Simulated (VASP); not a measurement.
## Ti: single point with HSE06

Crystal: Ti.

```
Ti
1.0
     0.00000    2.01638    2.01638
     2.01638    0.00000    2.01638
     2.01638    2.01638    0.00000
Ti
1
Direct
  0.00000 0.00000 0.00000
```

This isn't the form of Ti at room conditions, which is hcp.

```yaml
Program: VASP 6.6.1
Task: single point
Functional: HSE06
Potentials_or_basis: VASP PAW PBE potentials, release 64 (Ti_sv)
Cutoff: 520 eV
k_mesh: 6 × 6 × 6
Occupations: fermi-dirac, width 0.05 eV
Spin: no spin polarisation
Dipole_correction: no
Grid_for_exact_exchange_PRECFOCK: Normal
Further_INCAR_settings: ALGO = Normal; EDIFF = 1e-06; NBANDS = 12
Share_of_exact_exchange: 0.25
Screening_parameter: 0.2079 1/Å
```

- Pressure: 6.5 GPa
- Band gap on the k mesh: zero (bands 6 and 7 overlap by 1.52 eV)

Levels at points of the mesh, in eV from the Fermi level:
```csv
k point,band 4,band 5,band 6,band 7,band 8,band 9
"(0.00, 0.00, 0.00)",-35.61,-7.49,1.44,1.44,1.44,3.72
"(0.50, 0.00, 0.00)",-35.71,-3.33,0.38,1.44,1.44,4.74
"(0.50, 0.50, 0.00)",-35.89,-3.19,-2.36,3.27,4.94,5.00
```

It took 14 min on 1 thread of Intel Xeon 8259CL, with other jobs on the host, peak memory 0.24 GiB.

Caveat: the k points lie up to 0.45 Å⁻¹ apart, too coarse for converged energies and pressures of a metal; the PAW data sets were made with another functional, which shifts forces and pressure a little.
